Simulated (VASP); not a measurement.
Write the native input for VASP 6.6.1 that does the following.

- Task: single point
- Functional: LDA
- Potentials or basis: VASP PAW LDA potentials, release 64 (Ta_sv_GW, N)
- Cutoff: 600 eV
- k mesh: 8 × 8 × 6
- Occupations: fermi-dirac, width 0.05 eV
- Spin: no spin polarisation
- Dipole correction: no
- Second run: valence_matched
- Further INCAR settings: ALGO = Normal; EDIFF = 1e-06; NBANDS = 26

The structure of TaN lies in POSCAR:

```
TaN
1.0
    4.1355771175      0.0000000000      0.0000000000
    0.0000000000      4.1355771175      0.0000000000
    0.0000000000      0.0000000000      2.9850154732
Ta N
2 2
Direct
    0.0000000000      0.0000000000      0.0000000000
    0.5000000000      0.5000000000      0.0000000000
    0.5000000000      0.0000000000     -0.0000004372
    0.0000000000      0.5000000000      1.0000004372
```

One way to write it, as run:

INCAR

```
SYSTEM = TaN
PREC = Accurate
ENCUT = 600
EDIFF = 1E-6
ISMEAR = -1
SIGMA = 0.05
LREAL = .FALSE.
LASPH = .TRUE.
NELM = 120
ALGO = Normal
ISIF = 2
LWAVE = .FALSE.
LCHARG = .FALSE.
GGA = CA
NBANDS = 26
GGA_COMPAT = .FALSE.
```

KPOINTS

```
Automatic mesh
0
G
  8 8 6
  0 0 0
```

Potentials or basis: VASP PAW LDA potentials, release 64 (Ta_sv_GW, N).

The run is started by

```console
$ cat potpaw_LDA.64/Ta_sv_GW/POTCAR potpaw_LDA.64/N/POTCAR > POTCAR
$ mpirun -np 1 vasp_std > vasp.out
```

Results of the run:

```yaml
Pressure: 0.9 GPa
Band_gap_on_the_k_mesh: zero (band 18 reaches 11.28 eV, above the bottom of band 19 at 7.44 eV)
```

Caveat: spin-orbit coupling is left out, which moves the levels of the heavy elements.

It took 70 s on 1 thread of AMD EPYC 9R45 96-Core Processor (Zen 5) (shared host), peak memory 0.19 GiB.
